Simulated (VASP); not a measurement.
Set up this calculation in VASP 6.6.1, as the native input.

```
Task                   : single point
Functional             : r2SCAN
Potentials or basis    : VASP PAW PBE potentials, release 64 (Ru_pv)
Cutoff                 : 520 eV
k mesh                 : 22 × 22 × 22
Occupations            : gaussian, width 0.15 eV
Spin                   : no spin polarisation
Dipole correction      : no
Further INCAR settings : ALGO = Normal; EDIFF = 1e-06; NBANDS = 13
```

The system is Ru.

```
CELL_PARAMETERS angstrom
0.00000 1.91500 1.91500
1.91500 0.00000 1.91500
1.91500 1.91500 0.00000
ATOMIC_POSITIONS crystal
Ru 0.00000 0.00000 0.00000
```

One way to write it, as run:

POSCAR

```
Ru
1.0
    0.0000000000      1.9150000000      1.9150000000
    1.9150000000      0.0000000000      1.9150000000
    1.9150000000      1.9150000000      0.0000000000
Ru
1
Direct
    0.0000000000      0.0000000000      0.0000000000
```

INCAR.step1

```
PREC = Accurate ; ENCUT = 520
ISMEAR = 0 ; SIGMA = 0.15
LREAL = F ; LASPH = T
NELM = 60 ; NBANDS = 13
GGA = PE ; ALGO = Normal
EDIFF = 1E-4 ; LWAVE = T
LCHARG = F
```

INCAR.step2

```
PREC = Accurate ; ENCUT = 520
EDIFF = 1E-6 ; ISMEAR = 0
SIGMA = 0.15 ; LREAL = F
LASPH = T ; NELM = 60
ALGO = Normal ; ISIF = 2
LWAVE = F ; LCHARG = F
METAGGA = R2SCAN ; LMIXTAU = T
NBANDS = 13 ; ISTART = 1
```

KPOINTS

```
Automatic mesh
0
Gamma
  22 22 22
```

Potentials or basis: VASP PAW PBE potentials, release 64 (Ru_pv).

Launch:

```sh
$ cat potpaw_PBE.64/Ru_pv/POTCAR > POTCAR
$ cp INCAR.step1 INCAR
$ mpirun -np 1 vasp_std > vasp.out
$ cp INCAR.step2 INCAR
$ mpirun -np 1 vasp_std > vasp.out
```

Results of the run:

```yaml
Pressure: -9.6 GPa
Band_gap_on_the_k_mesh: zero (band 7 reaches 14.25 eV, above the bottom of band 8 at 10.73 eV)
```

Caveat: the PAW data sets were made with another functional, which shifts forces and pressure a little.

Wall time 120 s on 1 thread of Intel(R) Xeon(R) Platinum 8488C (Sapphire Rapids) (shared host), peak memory 0.17 GiB.
